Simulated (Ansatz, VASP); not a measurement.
# CdSe: VASP beside Ansatz

The input POSCAR:

```
CdSe
1.0
    0.0000000000      3.0385000000      3.0385000000
    3.0385000000      0.0000000000      3.0385000000
    3.0385000000      3.0385000000      0.0000000000
Cd Se
1 1
Direct
    0.0000000000      0.0000000000      0.0000000000
    0.2500000000      0.2500000000      0.2500000000
```

File INCAR.step1:

```
PREC = Accurate ; ENCUT = 520
EDIFF = 1E-5 ; ISMEAR = 0
SIGMA = 0.01 ; LREAL = False
LASPH = True ; NELM = 100
ALGO = Normal ; ISIF = 2
LWAVE = True ; LCHARG = False
NBANDS = 16 ; GGA = PE
```

INCAR.step2

```
PREC = Accurate ; ENCUT = 520
EDIFF = 1E-6 ; ISMEAR = 0
SIGMA = 0.01 ; LREAL = False
LASPH = True ; NELM = 100
ALGO = Normal ; ISIF = 2
LWAVE = False ; LCHARG = False
GGA = PE ; LHFCALC = True
AEXX = 0.25 ; PRECFOCK = Normal
NBANDS = 16 ; ISTART = 1
```

File KPOINTS:

```
Automatic mesh
0
Gamma
  6 6 6
```

Input for Ansatz:

```yaml
crystal:
  lattice:
    - [0.0, 3.0385, 3.0385]
    - [3.0385, 0.0, 3.0385]
    - [3.0385, 3.0385, 0.0]
  atoms:
    - { symbol: Cd, position: [0.0, 0.0, 0.0] }
    - { symbol: Se, position: [0.25, 0.25, 0.25] }
scf:
  occupations: { method: fixed }
  n_extra_bands: 8
output:
  eigenvalues: true
  write_density: true
  write_potential: true
  elf: true
  volumetric_format: npy
kpoints:
  mp_grid: { grid: [6, 6, 6] }
hamiltonian:
  xc: pbe0
```

Alike in both runs: task single point; functional PBE0; k mesh 6 × 6 × 6; no spin polarisation.

```csv
,VASP,Ansatz
version,VASP 6.6.1,Ansatz 0.2.0
potentials or method,"VASP PAW PBE potentials, release 64 (Cd, Se)","scalar-relativistic, plane waves, PAW"
plane-wave cutoff (eV),520,420
occupations,"gaussian, width 0.01 eV",fixed
valence electrons in the cell,18,36
```

```tsv
	VASP	Ansatz	Ansatz less VASP
gap on the k mesh at the Fermi level (eV)	2.19	2.16	-0.028
least direct gap on the mesh (eV)	2.19	2.16	-0.028
```

VASP's potentials hold 18 valence electrons a cell and Ansatz's 36, so a difference there can come from the potentials and not from the codes.
